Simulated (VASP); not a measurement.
Here is a VASP 6.6.1 calculation.

INCAR

```
SYSTEM = Tl
  ALGO = Normal
  EDIFF = 1E-6
  ENCUT = 520
  GGA = PE
  ISIF = 2
  ISMEAR = -1
  LASPH = .TRUE.
  LCHARG = .FALSE.
  LREAL = .FALSE.
  LWAVE = .FALSE.
  NBANDS = 12
  NELM = 80
  PREC = Accurate
  SIGMA = 0.15
```

Contents of KPOINTS:

```
k-points
0
G
  4 4 4
  0 0 0
```

POSCAR

```
Tl
1.0
    0.0000000000      2.4933000000      2.4933000000
    2.4933000000      0.0000000000      2.4933000000
    2.4933000000      2.4933000000      0.0000000000
Tl
1
Direct
    0.0000000000      0.0000000000      0.0000000000
```

Potentials or basis: VASP PAW PBE potentials, release 64 (Tl_d).

Command:

```bash
$ cat potpaw_PBE.64/Tl_d/POTCAR > POTCAR
$ mpirun -np 1 vasp_std > vasp.out
```

**Question.** Estimate the pressure.

**Answer.** 0.7 GPa.

Caveat: the k points lie up to 0.55 Å⁻¹ apart.
